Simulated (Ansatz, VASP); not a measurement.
# C: VASP beside Ansatz

The input POSCAR:

```
C
1.0
    0.0000000000      1.7801449969      1.7801449969
    1.7801449969      0.0000000000      1.7801449969
    1.7801449969      1.7801449969      0.0000000000
C
2
Direct
    0.0000000000      0.0000000000      0.0000000000
    0.2500000000      0.2500000000      0.2500000000
```

The input INCAR.step1:

```
SYSTEM = C
  PREC = Accurate
  ENCUT = 660
  ISMEAR = 0
  SIGMA = 0.02
  LREAL = .FALSE.
  LASPH = .TRUE.
  NELM = 120
  NBANDS = 11
  GGA = PE
  ALGO = Normal
  EDIFF = 1E-5
  LWAVE = .TRUE.
  LCHARG = .FALSE.
  GGA_COMPAT = .FALSE.
```

File INCAR.step2:

```
SYSTEM = C
  PREC = Accurate
  ENCUT = 660
  EDIFF = 1E-6
  ISMEAR = 0
  SIGMA = 0.02
  LREAL = .FALSE.
  LASPH = .TRUE.
  NELM = 120
  ALGO = Normal
  ISIF = 2
  LWAVE = .FALSE.
  LCHARG = .FALSE.
  METAGGA = R2SCAN
  LMIXTAU = .TRUE.
  NBANDS = 11
  ISTART = 1
  GGA_COMPAT = .FALSE.
```

File KPOINTS:

```
Automatic mesh
0
G
  12 12 12
  0 0 0
```

Input for Ansatz:

```yaml
crystal:
  lattice:
    - [0.0, 1.7801449969, 1.7801449969]
    - [1.7801449969, 0.0, 1.7801449969]
    - [1.7801449969, 1.7801449969, 0.0]
  atoms:
    - { symbol: C, position: [0.0, 0.0, 0.0] }
    - { symbol: C, position: [0.25, 0.25, 0.25] }
basis:
  ecutwfc: 500
kpoints:
  mp_grid: { grid: [12, 12, 12] }
  band_path:
    path:
      - [[0.0, 0.0, 0.0], [0.5, 0.0, 0.5], [0.625, 0.25, 0.625]]
      - [[0.375, 0.375, 0.75], [0.0, 0.0, 0.0], [0.5, 0.5, 0.5], [0.5, 0.25, 0.75], [0.5, 0.0, 0.5]]
    npoints: 10
hamiltonian:
  xc: r2scan
  pseudopotentials: { kind: paw, azcp: { folder: soft_1 } }
scf:
  occupations: { method: gaussian, width: 0.02 }
  n_extra_bands: 7
output:
  forces: true
  stress: true
  eigenvalues: true
```

Alike in both runs: task single point; functional r2SCAN; k mesh 12 × 12 × 12; occupations gaussian, width 0.02 eV; no spin polarisation.

```csv
,VASP,Ansatz
version,VASP 6.6.1,Ansatz 0.2.0
potentials or method,"VASP PAW PBE potentials, release 64 (C), cutoff 660 eV","scalar-relativistic, plane waves, PAW"
valence electrons in the cell,8,8
```

```csv
,VASP,Ansatz,Ansatz less VASP
gap on the k mesh at the Fermi level (eV),4.36,4.38,+0.027
least direct gap on the mesh (eV),5.85,5.89,+0.042
pressure (GPa),0.1,0.0,-0.13
```

VASP's potentials were made for PBE, not for r2SCAN. The functional is the same, so the differences come from potentials, cutoffs and numerics.
